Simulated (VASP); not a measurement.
# KF (zincblende type) (F-43m) in VASP: single point with PBE

Aim: the single point of KF (zincblende type) with PBE.

All numbers are computed with VASP 6.6.1; they aren't measurements. Logs are shortened: lines on timing, memory, paths and dates and some standing lists are left out, and cuts for length are marked.

## (1) The cell of the first run

Symmetry: F-43m, No. 216, cubic system. The conventional cell has a = 6.028 Å, b = 6.028 Å, c = 6.028 Å, α = 90.00°, β = 90.00°, γ = 90.00°. Within 3.4 Å of K (site symmetry -43m) lie 4 F at 2.61 Å. Within 3.4 Å of F (site symmetry -43m) lie 4 K at 2.61 Å.

## (2) Single point, PBE (27.38 Å³/atom)

INCAR reads:

```
PREC = Accurate
ENCUT = 600
EDIFF = 1E-6
ISMEAR = -1
SIGMA = 0.05
LREAL = F
LASPH = T
NELM = 120
ALGO = Normal
ISIF = 2
LWAVE = F
LCHARG = F
GGA = PE
NBANDS = 15
GGA_COMPAT = F
```

KPOINTS reads:

```
Automatic mesh
0
Gamma
  11 11 11
```

POSCAR reads:

```
KF
1.0
    0.0000000000      3.0139486283      3.0139486283
    3.0139486283      0.0000000000      3.0139486283
    3.0139486283      3.0139486283      0.0000000000
K F
1 1
Direct
    0.0000000000      0.0000000000      0.0000000000
    0.2500000000      0.2500000000      0.2500000000
```

Potentials or basis: VASP PAW PBE potentials, release 64 (K_sv, F).

The run is started by

```console
cat potpaw_PBE.64/K_sv/POTCAR potpaw_PBE.64/F/POTCAR > POTCAR
mpirun -np 1 vasp_std > vasp.out
```

OUTCAR:

```text
PREC = Accurate
   ENCUT = 600
   EDIFF = 1E-6
   ISMEAR = -1
   LREAL = F
   LASPH = T
   NELM = 120
   ISIF = 2
   GGA = PE

 ion  position               nearest neighbor table
   1  0.000  0.000  0.000-   2 2.61   2 2.61   2 2.61   2 2.61
   2  0.250  0.250  0.250-   1 2.61   1 2.61   1 2.61   1 2.61

  LATTYP: Found a face centered cubic cell.
 ALAT       =     6.0278972566

  Lattice vectors:

 A1 = (   0.0000000000,   3.0139486283,   3.0139486283)
 A2 = (   3.0139486283,   0.0000000000,   3.0139486283)
 A3 = (   3.0139486283,   3.0139486283,   0.0000000000)

Analysis of symmetry for initial positions (statically):
=====================================================================
 Subroutine PRICEL returns:
 Original cell was already a primitive cell.

 Routine SETGRP: Setting up the symmetry group for a
 face centered cubic supercell.

 Subroutine GETGRP returns: Found 24 space group operations
 (whereof 24 operations were pure point group operations)
 out of a pool of 48 trial point group operations.

The static configuration has the point symmetry T_d .

Analysis of symmetry for dynamics (positions and initial velocities):
=====================================================================
 Subroutine PRICEL returns:
 Original cell was already a primitive cell.

 Routine SETGRP: Setting up the symmetry group for a
 face centered cubic supercell.

 Subroutine GETGRP returns: Found 24 space group operations
 (whereof 24 operations were pure point group operations)
 out of a pool of 48 trial point group operations.

The dynamic configuration has the point symmetry T_d .

 Subroutine INISYM returns: Found 24 space group operations
 (whereof 24 operations are pure point group operations),
 and found     1 'primitive' translations

----------------------------------------------------------------------------------------

                                     Primitive cell

  volume of cell :      54.7567

  direct lattice vectors                    reciprocal lattice vectors
     0.000000000  3.013948628  3.013948628    -0.165895329  0.165895329  0.165895329
     3.013948628  0.000000000  3.013948628     0.165895329 -0.165895329  0.165895329
     3.013948628  3.013948628  0.000000000     0.165895329  0.165895329 -0.165895329

  length of vectors
     4.262367026  4.262367026  4.262367026     0.287339139  0.287339139  0.287339139
[... 88 lines left out ...]
   ISYM   =      2    0-nonsym 1-usesym 2-fastsym
   POTIM  = 0.5000    time-step for ionic-motion
   TEBEG  =    0.0;   TEEND  =   0.0 temperature during run
   PSTRESS=    0.0 pullay stress
   NELECT =      16.0000    total number of electrons
   NUPDOWN=      -1.0000    fix difference up-down
   EMIN   =  10.00;   EMAX   =-10.00  energy-range for DOS
   EFERMI =   0.00;   METHOD = LEGACY
   ISMEAR =    -1;   SIGMA  =   0.05  broadening in eV -4-tet -1-fermi 0-gaus
   EFERMI_NEDOS =   21; number of points for ismear=-14 and -15
   IALGO  =     38    algorithm
   IMIX   =      4    mixing-type and parameters
     AMIX     =   0.40;   BMIX     =  1.00
     AMIX_MAG =   1.60;   BMIX_MAG =  1.00
  volume/ion in A,a.u.               =      27.38       184.76
  Fermi-wavevector in a.u.,A,eV,Ry     =   1.086348  2.052900 16.056943  1.180152
  Thomas-Fermi vector in A             =   2.222483
   LORBIT       =      0    0 simple, 1 ext, 2 COOP (PROOUT), +10 PAW based schemes
   GGA     = PE    functional components
   LHFCALC =     F    Hartree Fock is set to
   AEXX    =    0.0000 exact exchange contribution
   IVDW    =     0    specifies the selected vdW correction
   LEPSILON=     F    determine dielectric tensor
   LRPA    =     F    only Hartree local field effects (RPA)
 non-spin polarized calculation
  energy-cutoff  :      600.00
  volume of cell :       54.76
 maximum number of plane-waves:      1851
 NGX is ok and might be reduce to    36
   NGX = 17   NGY = 17   NGZ = 17

 number of electron      15.9999997 magnetization

 Free energy of the ion-electron system (eV)
  ---------------------------------------------------
  ext. energy  EPLUGINS =         0.00000000
  ---------------------------------------------------
  free energy    TOTEN  =        -8.12812777 eV

  energy without entropy =       -8.12812777  energy(sigma->0) =       -8.12812777

 E-fermi :  -2.4989     XC(G=0):  -6.7236

 val. band max:       -3.7934387966   @ k =  -0.3636   0.4545   0.1818
 cond. band min:       1.1586255688   @ k =   0.0000   0.0000   0.0000
 fundamental gap:      4.9520643653
 Fermi energy:        -2.4989289059

 k-point     1 :       0.0000    0.0000    0.0000
  band No.  band energies     occupation
      1     -30.2193      2.00000
      2     -22.2715      2.00000
      3     -13.6421      2.00000
      4     -13.6421      2.00000
      5     -13.6421      2.00000
      6      -3.9431      2.00000
      7      -3.9431      2.00000
      8      -3.9431      2.00000
      9       1.1586      0.00000
     10       7.6585      0.00000
     11       7.6585      0.00000
     12       7.7222      0.00000
     13       7.7222      0.00000
     14       7.7222      0.00000
[... 401 lines left out ...]
      2     -22.3079      2.00000
      3     -13.7194      2.00000
      4     -13.6608      2.00000
      5     -13.6524      2.00000
      6      -4.0262      2.00000
      7      -3.9000      2.00000
      8      -3.8970      2.00000
      9       2.5795      0.00000
     10       6.3482      0.00000
     11       6.8147      0.00000
     12       7.1798      0.00000
     13       8.3747      0.00000
     14       8.6371      0.00000
     15      10.3429      0.00000

 [... further k-points ...]

------------------------ aborting loop because EDIFF is reached ----------------------------------------

  FORCE on cell =-STRESS in cart. coord.  units (eV):
  Direction    XX          YY          ZZ          XY          YZ          ZX
  --------------------------------------------------------------------------------------
  -------------------------------------------------------------------------------------
  Total       -0.2568315     -0.2568315     -0.2568315      0.0000000      0.0000000      0.0000000
  in kB       -7.5148687     -7.5148687     -7.5148687      0.0000000      0.0000000      0.0000000
  external PRESSURE =      -7.5148687 kB  Pullay stress =       0.0000000 kB

 VOLUME and BASIS-vectors are now :
 -----------------------------------------------------------------------------
  energy-cutoff  :      600.00
  volume of cell :       54.76
      direct lattice vectors                 reciprocal lattice vectors
     0.000000000  3.013948628  3.013948628    -0.165895329  0.165895329  0.165895329
     3.013948628  0.000000000  3.013948628     0.165895329 -0.165895329  0.165895329
     3.013948628  3.013948628  0.000000000     0.165895329  0.165895329 -0.165895329

 POSITION                                       TOTAL-FORCE (eV/Angst)
 -----------------------------------------------------------------------------------
      0.00000      0.00000      0.00000         0.000000      0.000000      0.000000
      1.50697      1.50697      1.50697        -0.000000     -0.000000     -0.000000
 -----------------------------------------------------------------------------------
    total drift:                               -0.000000     -0.000000     -0.000000

  FREE ENERGIE OF THE ION-ELECTRON SYSTEM (eV)
  ---------------------------------------------------
  free  energy   TOTEN  =        -8.1281277709 eV

  energy  without entropy=       -8.1281277709  energy(sigma->0) =       -8.12812777
```

stdout:

```text
POSCAR found type information on POSCAR K F
 POSCAR found :  2 types and       2 ions
 scaLAPACK will be used
 LDA part: xc-table for (Slater+PW92), standard interpolation
 POSCAR, INCAR and KPOINTS ok, starting setup
 FFT: planning ... GRIDC
 FFT: planning ... GRID_SOFT
 FFT: planning ... GRID
 WAVECAR not read
 entering main loop
```

Run time: 46 s. Hardware: 1 thread of Intel Xeon Platinum 8488C (Sapphire Rapids), shared host; peak memory 0.23 GiB.

Results:

- Free energy: -8.1281 eV
- Pressure: -0.8 GPa
- Band gap on the k mesh: 4.95 eV (least direct gap 5.10 eV)

Caveat: an odd mesh through Γ misses points on the zone boundary, where band edges can lie.
